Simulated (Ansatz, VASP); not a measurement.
HgTe: VASP beside Ansatz

The input INCAR:

```
ALGO = Normal
EDIFF = 1E-6
ENCUT = 520
GGA = PE
ISIF = 2
ISMEAR = 0
LASPH = True
LCHARG = True
LELF = True
LREAL = False
LVHAR = True
LWAVE = False
NBANDS = 16
NELM = 80
PREC = Accurate
SIGMA = 0.1
```

The input KPOINTS:

```
k-points
0
Gamma
  12 12 12
```

POSCAR

```
HgTe
1.0
    0.0000000000      3.2928054236      3.2928054236
    3.2928054236      0.0000000000      3.2928054236
    3.2928054236      3.2928054236      0.0000000000
Hg Te
1 1
Direct
    0.0000000000      0.0000000000      0.0000000000
    0.2500000000      0.2500000000      0.2500000000
```

Input for Ansatz:

```yaml
crystal:
  lattice:
    - [0.0, 3.2928054254, 3.2928054254]
    - [3.2928054254, 0.0, 3.2928054254]
    - [3.2928054254, 3.2928054254, 0.0]
  atoms:
    - { symbol: Hg, position: [0.0, 0.0, 0.0] }
    - { symbol: Te, position: [0.25, 0.25, 0.25] }
basis:
  ecutwfc: 420
kpoints:
  mp_grid: { grid: [12, 12, 12] }
hamiltonian:
  xc: pbe
scf:
  occupations: { method: gaussian, width: 0.1 }
output:
  forces: true
  stress: true
  eigenvalues: true
```

Alike in both runs: task single point; functional PBE; k mesh 12 × 12 × 12; occupations gaussian, width 0.1 eV; no spin polarisation.

```csv
,VASP,Ansatz
version,VASP 6.6.1,Ansatz 0.2.0
potentials or method,"VASP PAW PBE potentials, release 64 (Hg, Te), cutoff 520 eV","scalar-relativistic, plane waves, PAW"
valence electrons in the cell,18,36
```

```tsv
	VASP	Ansatz	Ansatz less VASP
gap on the k mesh at the Fermi level (eV)	none	none	-
pressure (GPa)	1.1	1.1	-0.05
```

A gap of «none» marks a metal or a gap that the smearing closes. VASP's potentials hold 18 valence electrons a cell and Ansatz's 36, so a difference there can come from the potentials and not from the codes.

Neither program's run includes spin-orbit coupling.
